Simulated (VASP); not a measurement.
# BN (R3m) in VASP: further runs

The runs below take BN through single point, with LDA.

Program: VASP 6.6.1. These are calculated values, not measurements. Logs are shortened: lines on timing, memory, paths and dates and some standing lists are left out, and cuts for length are marked.

**1. The cell of the first run**

Symmetry: R3m, No. 160, trigonal system. Conventional cell: a = 2.492 Å, b = 2.492 Å, c = 5.632 Å, α = 90.00°, β = 90.00°, γ = 120.00°. B (site symmetry 3m) has 4 N at 1.41 to 1.51 Å within 1.9 Å. Within 1.9 Å of N (site symmetry 3m) lie 4 B at 1.41 to 1.51 Å.

**2. Single point, LDA (5.05 Å³/atom)**

File INCAR:

```
SYSTEM = BN
  PREC = Accurate
  ENCUT = 600
  EDIFF = 1E-6
  ISMEAR = 0
  SIGMA = 0.05
  LREAL = .FALSE.
  LASPH = .TRUE.
  NELM = 120
  ALGO = Normal
  ISIF = 2
  LWAVE = .FALSE.
  LCHARG = .FALSE.
  GGA = CA
  NBANDS = 11
  GGA_COMPAT = .FALSE.
```

File KPOINTS:

```
Automatic mesh
0
G
  12 12 12
  0 0 0
```

File POSCAR:

```
BN
1.0
    0.0000000000      1.7618755940      1.7618755940
    1.7618755940      0.0000000000      1.7618755940
    1.6711977301      1.6711977301      0.0906778639
B N
1 1
Direct
    0.0000000000      0.0000000000      0.0000000000
    0.7500000000      0.7500000000      0.7500000000
```

Potentials or basis: VASP PAW LDA potentials, release 64 (B, N).

Run with:

```sh
$ cat potpaw_LDA.64/B/POTCAR potpaw_LDA.64/N/POTCAR > POTCAR
$ mpirun -np 1 vasp_std > vasp.out
```

OUTCAR:

```text
SYSTEM = BN
   PREC = Accurate
   ENCUT = 600
   EDIFF = 1E-6
   ISMEAR = 0
   LREAL = .FALSE.
   LASPH = .TRUE.
   NELM = 120
   ISIF = 2
   GGA = CA

 ion  position               nearest neighbor table
   1  0.000  0.000  0.000-   2 1.41   2 1.51   2 1.51   2 1.51
   2  0.750  0.750  0.750-   1 1.41   1 1.51   1 1.51   1 1.51

  LATTYP: Found a trigonal (rhomboedric) cell.
 ALAT       =     2.3651693768
 COS(alpha) =     0.4450856131

  Lattice vectors:

 A1 = (   1.6711977301,  -0.0906778639,  -1.6711977301)
 A2 = (  -0.0906778639,   1.6711977301,  -1.6711977301)
 A3 = (   1.6711977301,   1.6711977301,   0.0906778639)

Analysis of symmetry for initial positions (statically):
=====================================================================
 Subroutine PRICEL returns:
 Original cell was already a primitive cell.

 Routine SETGRP: Setting up the symmetry group for a
 trigonal (rhombohedral) supercell.

 Subroutine GETGRP returns: Found  6 space group operations
 (whereof  6 operations were pure point group operations)
 out of a pool of 12 trial point group operations.

The static configuration has the point symmetry C_3v.

Analysis of symmetry for dynamics (positions and initial velocities):
=====================================================================
 Subroutine PRICEL returns:
 Original cell was already a primitive cell.

 Routine SETGRP: Setting up the symmetry group for a
 trigonal (rhombohedral) supercell.

 Subroutine GETGRP returns: Found  6 space group operations
 (whereof  6 operations were pure point group operations)
 out of a pool of 12 trial point group operations.

The dynamic configuration has the point symmetry C_3v.

 Subroutine INISYM returns: Found  6 space group operations
 (whereof  6 operations are pure point group operations),
 and found     1 'primitive' translations

----------------------------------------------------------------------------------------

                                     Primitive cell

  volume of cell :      10.0940

  direct lattice vectors                    reciprocal lattice vectors
     0.000000000  1.761875594  1.761875594    -0.291702248  0.275874715  0.291702248
     1.761875594  0.000000000  1.761875594     0.275874715 -0.291702248  0.291702248
     1.671197730  1.671197730  0.090677864     0.307529781  0.307529781 -0.307529781

  length of vectors
     2.491668360  2.491668360  2.365169377     0.496273374  0.496273374  0.532657205

[... 87 lines left out ...]
   ISYM   =      2    0-nonsym 1-usesym 2-fastsym
   POTIM  = 0.5000    time-step for ionic-motion
   TEBEG  =    0.0;   TEEND  =   0.0 temperature during run
   PSTRESS=    0.0 pullay stress
   NELECT =       8.0000    total number of electrons
   NUPDOWN=      -1.0000    fix difference up-down
   EMIN   =  10.00;   EMAX   =-10.00  energy-range for DOS
   EFERMI =   0.00;   METHOD = LEGACY
   ISMEAR =     0;   SIGMA  =   0.05  broadening in eV -4-tet -1-fermi 0-gaus
   EFERMI_NEDOS =   21; number of points for ismear=-14 and -15
   IALGO  =     38    algorithm
   IMIX   =      4    mixing-type and parameters
     AMIX     =   0.40;   BMIX     =  1.00
     AMIX_MAG =   1.60;   BMIX_MAG =  1.00
  volume/ion in A,a.u.               =       5.05        34.06
  Fermi-wavevector in a.u.,A,eV,Ry     =   1.515015  2.862964 31.229069  2.295272
  Thomas-Fermi vector in A             =   2.624596
   LORBIT       =      0    0 simple, 1 ext, 2 COOP (PROOUT), +10 PAW based schemes
   GGA     = CA    functional components
   LHFCALC =     F    Hartree Fock is set to
   AEXX    =    0.0000 exact exchange contribution
   IVDW    =     0    specifies the selected vdW correction
   LEPSILON=     F    determine dielectric tensor
   LRPA    =     F    only Hartree local field effects (RPA)
 non-spin polarized calculation
 Gauss-broadening in eV      SIGMA  =   0.05
  energy-cutoff  :      600.00
  volume of cell :       10.09
 maximum number of plane-waves:       350
   NGX =  9   NGY =  9   NGZ =  9

 number of electron       8.0000000 magnetization

 Free energy of the ion-electron system (eV)
  ---------------------------------------------------
  ext. energy  EPLUGINS =         0.00000000
  ---------------------------------------------------
  free energy    TOTEN  =       -18.96241805 eV

  energy without entropy =      -18.96241805  energy(sigma->0) =      -18.96241805

 E-fermi :   9.8969     XC(G=0): -13.8729

 val. band max:        9.6087010803   @ k =   0.0000   0.0000   0.0000
 cond. band min:      13.8123416476   @ k =   0.5000   0.5000   0.0000
 fundamental gap:      4.2036405673
 Fermi energy:         9.8969449590

 k-point     1 :       0.0000    0.0000    0.0000
  band No.  band energies     occupation
      1     -12.4945      2.00000
      2       9.3850      2.00000
      3       9.3850      2.00000
      4       9.6087      2.00000
      5      18.1058      0.00000
      6      18.1058      0.00000
      7      19.3377      0.00000
      8      24.0301      0.00000
      9      37.0578      0.00000
     10      39.1699      0.00000
     11      39.1699      0.00000
[... 309 lines left out ...]
 k-point    24 :      -0.4167    0.1667    0.0000
  band No.  band energies     occupation
      1      -7.2943      2.00000
      2      -2.0427      2.00000
      3       4.9224      2.00000
      4       6.8306      2.00000
      5      19.8517      0.00000
      6      22.6374      0.00000
      7      24.6347      0.00000
      8      26.7605      0.00000
      9      31.9319      0.00000
     10      37.2021      0.00000
     11      38.8938      0.00000

 [... further k-points ...]

------------------------ aborting loop because EDIFF is reached ----------------------------------------

  FORCE on cell =-STRESS in cart. coord.  units (eV):
  Direction    XX          YY          ZZ          XY          YZ          ZX
  --------------------------------------------------------------------------------------
  -------------------------------------------------------------------------------------
  Total        4.4569273      4.4569273      4.4569273      2.3620489     -2.3620489     -2.3620489
  in kB      707.4289578    707.4289578    707.4289578    374.9178974   -374.9178974   -374.9178974
  external PRESSURE =     707.4289578 kB  Pullay stress =       0.0000000 kB

 VOLUME and BASIS-vectors are now :
 -----------------------------------------------------------------------------
  energy-cutoff  :      600.00
  volume of cell :       10.09
      direct lattice vectors                 reciprocal lattice vectors
     0.000000000  1.761875594  1.761875594    -0.291702248  0.275874715  0.291702248
     1.761875594  0.000000000  1.761875594     0.275874715 -0.291702248  0.291702248
     1.671197730  1.671197730  0.090677864     0.307529781  0.307529781 -0.307529781

 POSITION                                       TOTAL-FORCE (eV/Angst)
 -----------------------------------------------------------------------------------
      0.00000      0.00000      0.00000        -0.806991     -0.806991      0.806991
      2.57480      2.57480      2.71082         0.806991      0.806991     -0.806991
 -----------------------------------------------------------------------------------
    total drift:                               -0.000041     -0.000041      0.000041

  FREE ENERGIE OF THE ION-ELECTRON SYSTEM (eV)
  ---------------------------------------------------
  free  energy   TOTEN  =       -18.9624180481 eV

  energy  without entropy=      -18.9624180481  energy(sigma->0) =      -18.96241805
```

stdout:

```text
POSCAR found type information on POSCAR B N
 POSCAR found :  2 types and       2 ions
 scaLAPACK will be used
 LDA part: xc-table for (Slater(with rela. corr.)+CA(PZ))
 , standard interpolation
 POSCAR, INCAR and KPOINTS ok, starting setup
 FFT: planning ... GRIDC
 FFT: planning ... GRID_SOFT
 FFT: planning ... GRID
 WAVECAR not read
 entering main loop
```

It took 16 s on 1 thread of AMD EPYC 7R13, shared host; peak memory 0.13 GiB.

Results:

| Item | Value |
| --- | --- |
| Free energy | -18.9624 eV |
| Pressure | 70.7 GPa |
| Largest force | 1.398 eV/Å |
| Band gap on the k mesh | 4.20 eV (least direct gap 8.50 eV) |

Forces on the atoms (eV/Å):
```
B   -0.807 -0.807  0.807
N    0.807  0.807 -0.807
```

Caveat: the cell stands under pressure; forces of over 1 eV/Å act on the atoms, so gaps and moduli don't describe the material at rest. A k mesh can miss the band edges.

**3. Single point, LDA (5.05 Å³/atom)**

File INCAR:

```
PREC = Accurate
ENCUT = 600
EDIFF = 1E-6
ISMEAR = 0
SIGMA = 0.05
LREAL = False
LASPH = True
NELM = 120
ALGO = Normal
ISIF = 2
LWAVE = False
LCHARG = False
GGA = CA
NBANDS = 11
GGA_COMPAT = False
```

File KPOINTS:

```
regular mesh
0
Gamma
  12 12 12
```

File POSCAR:

```
BN
1.0
    0.0000000000      1.6699677226      1.6699677226
    1.6699677226      0.0000000000      1.6699677226
    1.7631519215      1.7631519215     -0.0931841989
B N
1 1
Direct
    0.0000000000      0.0000000000      0.0000000000
    0.7500000000      0.7500000000      0.7500000000
```

Potentials or basis: VASP PAW LDA potentials, release 64 (B, N).

Run with:

```sh
$ cat potpaw_LDA.64/B/POTCAR potpaw_LDA.64/N/POTCAR > POTCAR
$ mpirun -np 1 vasp_std > vasp.out
```

OUTCAR:

```text
PREC = Accurate
   ENCUT = 600
   EDIFF = 1E-6
   ISMEAR = 0
   LREAL = False
   LASPH = True
   NELM = 120
   ISIF = 2
   GGA = CA

 ion  position               nearest neighbor table
   1  0.000  0.000  0.000-   2 1.46   2 1.46   2 1.46   2 1.57
   2  0.750  0.750  0.750-   1 1.46   1 1.46   1 1.46   1 1.57

  LATTYP: Found a trigonal (rhomboedric) cell.
 ALAT       =     2.4952139571
 COS(alpha) =     0.5520798786

  Lattice vectors:

 A1 = (   1.7631519215,   0.0931841989,  -1.7631519215)
 A2 = (   0.0931841989,   1.7631519215,  -1.7631519215)
 A3 = (   1.7631519215,   1.7631519215,  -0.0931841989)

Analysis of symmetry for initial positions (statically):
=====================================================================
 Subroutine PRICEL returns:
 Original cell was already a primitive cell.

 Routine SETGRP: Setting up the symmetry group for a
 trigonal (rhombohedral) supercell.

 Subroutine GETGRP returns: Found  6 space group operations
 (whereof  6 operations were pure point group operations)
 out of a pool of 12 trial point group operations.

The static configuration has the point symmetry C_3v.

Analysis of symmetry for dynamics (positions and initial velocities):
=====================================================================
 Subroutine PRICEL returns:
 Original cell was already a primitive cell.

 Routine SETGRP: Setting up the symmetry group for a
 trigonal (rhombohedral) supercell.

 Subroutine GETGRP returns: Found  6 space group operations
 (whereof  6 operations were pure point group operations)
 out of a pool of 12 trial point group operations.

The dynamic configuration has the point symmetry C_3v.

 Subroutine INISYM returns: Found  6 space group operations
 (whereof  6 operations are pure point group operations),
 and found     1 'primitive' translations

----------------------------------------------------------------------------------------

                                     Primitive cell

  volume of cell :      10.0940

  direct lattice vectors                    reciprocal lattice vectors
     0.000000000  1.669967723  1.669967723    -0.291698712  0.307115257  0.291698712
     1.669967723  0.000000000  1.669967723     0.307115257 -0.291698712  0.291698712
     1.763151921  1.763151921 -0.093184199     0.276282167  0.276282167 -0.276282167

  length of vectors
     2.361691002  2.361691002  2.495213957     0.514291803  0.514291803  0.478534751

  position of ions in fractional coordinates (direct lattice)
     0.000000000  0.000000000  0.000000000
     0.750000000  0.750000000  0.750000000

  ion indices of the primitive-cell ions
   primitive index   ion index
                 1           1
                 2           2

----------------------------------------------------------------------------------------

 KPOINTS: regular mesh

Automatic generation of k-mesh.
 Grid dimensions read from file:
 generate k-points for:   12   12   12

 Generating k-lattice:

  Cartesian coordinates                     Fractional coordinates (reciprocal lattice)
    -0.024308226  0.025592938  0.024308226     0.083333333  0.000000000  0.000000000
     0.025592938 -0.024308226  0.024308226     0.000000000  0.083333333  0.000000000
     0.023023514  0.023023514 -0.023023514     0.000000000  0.000000000  0.083333333

  Length of vectors
     0.042857650  0.042857650  0.039877896

  Shift w.r.t. Gamma in fractional coordinates (k-lattice)
     0.000000000  0.000000000  0.000000000

 Subroutine IBZKPT returns following result:
 ===========================================

 Found    189 irreducible k-points:

 Following reciprocal coordinates:
            Coordinates               Weight
  0.000000  0.000000  0.000000      1.000000
  0.083333  0.000000 -0.000000      6.000000
  0.166667  0.000000  0.000000      6.000000
  0.250000  0.000000 -0.000000      6.000000
  0.333333  0.000000 -0.000000      6.000000
  0.416667  0.000000 -0.000000      6.000000
[... 16 lines left out ...]
  0.500000  0.166667  0.000000     12.000000
 -0.416667  0.166667  0.000000     12.000000
 [... further k-points ...]
   k-points           NKPTS =    189   k-points in BZ     NKDIM =    189   number of bands    NBANDS=     11
   number of dos      NEDOS =    301   number of ions     NIONS =      2
   total plane-waves  NPLWV =   8000
   dimension x,y,z NGX =    20 NGY =   20 NGZ =   20
   dimension x,y,z NGXF=    40 NGYF=   40 NGZF=   40
   ions per type =               1   1
   NGX,Y,Z   is equivalent  to a cutoff of  14.08, 14.08, 13.33 a.u.
   NGXF,Y,Z  is equivalent  to a cutoff of  28.16, 28.16, 26.65 a.u.
 SYSTEM =  unknown system
   PREC   = accura    normal or accurate (medium, high low for compatibility)
   ISTART =      0    job   : 0-new  1-cont  2-samecut
   ICHARG =      2    charge: 1-file 2-atom 10-const
   ISPIN  =      1    spin polarized calculation?
   LNONCOLLINEAR =      F non collinear calculations
   LSORBIT =      F    spin-orbit coupling
   LASPH  =      T    aspherical Exc in radial PAW
   ENCUT  =  600.0 eV  44.10 Ry    6.64 a.u.   4.72  4.72  4.98*2*pi/ulx,y,z
   NELM   =    120;   NELMIN=  2; NELMDL= -5     # of ELM steps
   EDIFF  = 0.1E-05   stopping-criterion for ELM
   LREAL  =      F    real-space projection
   EDIFFG = 0.1E-04   stopping-criterion for IOM
   NSW    =      0    number of steps for IOM
   IBRION =     -1    ionic relax: 0-MD 1-quasi-New 2-CG
   NFREE  =      0    steps in history (QN), initial steepest desc. (CG)
   ISIF   =      2    stress and relaxation
   ISYM   =      2    0-nonsym 1-usesym 2-fastsym
   POTIM  = 0.5000    time-step for ionic-motion
   TEBEG  =    0.0;   TEEND  =   0.0 temperature during run
   PSTRESS=    0.0 pullay stress
   NELECT =       8.0000    total number of electrons
   NUPDOWN=      -1.0000    fix difference up-down
   EMIN   =  10.00;   EMAX   =-10.00  energy-range for DOS
   EFERMI =   0.00;   METHOD = LEGACY
   ISMEAR =     0;   SIGMA  =   0.05  broadening in eV -4-tet -1-fermi 0-gaus
   EFERMI_NEDOS =   21; number of points for ismear=-14 and -15
   IALGO  =     38    algorithm
   IMIX   =      4    mixing-type and parameters
     AMIX     =   0.40;   BMIX     =  1.00
     AMIX_MAG =   1.60;   BMIX_MAG =  1.00
  volume/ion in A,a.u.               =       5.05        34.06
  Fermi-wavevector in a.u.,A,eV,Ry     =   1.515015  2.862964 31.229069  2.295272
  Thomas-Fermi vector in A             =   2.624596
   LORBIT       =      0    0 simple, 1 ext, 2 COOP (PROOUT), +10 PAW based schemes
   GGA     = CA    functional components
   LHFCALC =     F    Hartree Fock is set to
   AEXX    =    0.0000 exact exchange contribution
   IVDW    =     0    specifies the selected vdW correction
   LEPSILON=     F    determine dielectric tensor
   LRPA    =     F    only Hartree local field effects (RPA)
 non-spin polarized calculation
 Gauss-broadening in eV      SIGMA  =   0.05
  energy-cutoff  :      600.00
  volume of cell :       10.09
 maximum number of plane-waves:       350
   NGX =  9   NGY =  9   NGZ =  9

 number of electron       8.0000000 magnetization

 Free energy of the ion-electron system (eV)
  ---------------------------------------------------
  ext. energy  EPLUGINS =         0.00000000
  ---------------------------------------------------
  free energy    TOTEN  =       -18.97360746 eV

  energy without entropy =      -18.97360746  energy(sigma->0) =      -18.97360746

 E-fermi :   9.9632     XC(G=0): -13.8729

 val. band max:        9.6813100117   @ k =   0.0000   0.0000   0.0000
 cond. band min:      13.8334435120   @ k =   0.5000   0.5000  -0.0000
 fundamental gap:      4.1521335003
 Fermi energy:         9.9632147335

 k-point     1 :       0.0000    0.0000    0.0000
  band No.  band energies     occupation
      1     -12.4977      2.00000
      2       9.0376      2.00000
      3       9.6813      2.00000
      4       9.6813      2.00000
      5      16.6275      0.00000
      6      19.7711      0.00000
      7      19.7711      0.00000
      8      23.4216      0.00000
      9      36.8891      0.00000
     10      39.1273      0.00000
     11      39.4090      0.00000
[... 309 lines left out ...]
 k-point    24 :      -0.4167    0.1667    0.0000
  band No.  band energies     occupation
      1      -6.7427      2.00000
      2      -1.8974      2.00000
      3       4.7080      2.00000
      4       6.2258      2.00000
      5      18.8482      0.00000
      6      21.7001      0.00000
      7      23.8426      0.00000
      8      27.6553      0.00000
      9      32.5623      0.00000
     10      36.1709      0.00000
     11      39.5496      0.00000

 [... further k-points ...]

------------------------ aborting loop because EDIFF is reached ----------------------------------------

  FORCE on cell =-STRESS in cart. coord.  units (eV):
  Direction    XX          YY          ZZ          XY          YZ          ZX
  --------------------------------------------------------------------------------------
  -------------------------------------------------------------------------------------
  Total        4.4337510      4.4337510      4.4337510     -2.1514300      2.1514300      2.1514300
  in kB      703.7502842    703.7502842    703.7502842   -341.4872612    341.4872612    341.4872612
  external PRESSURE =     703.7502842 kB  Pullay stress =       0.0000000 kB

 VOLUME and BASIS-vectors are now :
 -----------------------------------------------------------------------------
  energy-cutoff  :      600.00
  volume of cell :       10.09
      direct lattice vectors                 reciprocal lattice vectors
     0.000000000  1.669967723  1.669967723    -0.291698712  0.307115257  0.291698712
     1.669967723  0.000000000  1.669967723     0.307115257 -0.291698712  0.291698712
     1.763151921  1.763151921 -0.093184199     0.276282167  0.276282167 -0.276282167

 POSITION                                       TOTAL-FORCE (eV/Angst)
 -----------------------------------------------------------------------------------
      0.00000      0.00000      0.00000         0.342484      0.342484     -0.342484
      2.57484      2.57484      2.43506        -0.342484     -0.342484      0.342484
 -----------------------------------------------------------------------------------
    total drift:                                0.000151      0.000151     -0.000152

  FREE ENERGIE OF THE ION-ELECTRON SYSTEM (eV)
  ---------------------------------------------------
  free  energy   TOTEN  =       -18.9736074565 eV

  energy  without entropy=      -18.9736074565  energy(sigma->0) =      -18.97360746
```

stdout:

```text
POSCAR found type information on POSCAR B N
 POSCAR found :  2 types and       2 ions
 scaLAPACK will be used
 LDA part: xc-table for (Slater(with rela. corr.)+CA(PZ))
 , standard interpolation
 POSCAR, INCAR and KPOINTS ok, starting setup
 FFT: planning ... GRIDC
 FFT: planning ... GRID_SOFT
 FFT: planning ... GRID
 WAVECAR not read
 entering main loop
```

Run time: 16 s. Hardware: 1 thread of AMD EPYC 7R13, shared host; peak memory 0.13 GiB.

What came out:

| Property | Result |
| --- | --- |
| Free energy | -18.9736 eV |
| Pressure | 70.4 GPa |
| Largest force | 0.593 eV/Å |
| Band gap on the k mesh | 4.15 eV (least direct gap 6.95 eV) |

Forces on the atoms (eV/Å):
```
B    0.342  0.342 -0.342
N   -0.342 -0.342  0.342
```

Caveat: the cell stands under pressure.
